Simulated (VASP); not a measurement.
LiF:

```xyz
4
Lattice="3.0810 0.0000 0.0000 -1.5405 2.6682 0.0000 0.0000 0.0000 4.7853" Properties=species:S:1:pos:R:3 pbc="T T T"
Li    0.0000    1.7788   -0.0356
Li    1.5405    0.8894    2.3571
F     0.0000    1.7788    1.8301
F     1.5405    0.8894    4.2227
```

Program: VASP 6.6.1. Alike in all runs: task single point; no spin polarisation; cell as given; cutoff (eV) 520; smearing gaussian 0.01 eV.

**Question.** Order these runs on this cell by their band gap on the k mesh, lowest first.
A. level r2SCAN; potentials or basis VASP PAW PBE potentials, release 64 (Li_sv, F); k mesh 12 × 12 × 6
B. level PBE; potentials or basis VASP PAW PBE potentials, release 64 (Li_sv, F); k mesh 6 × 6 × 4
C. level LDA; potentials or basis VASP PAW LDA potentials, release 64 (Li_sv, F); k mesh 12 × 12 × 6

**Answer.** C (7.52 eV), B (7.84 eV), A (8.68 eV).

A k mesh can miss the band edges.
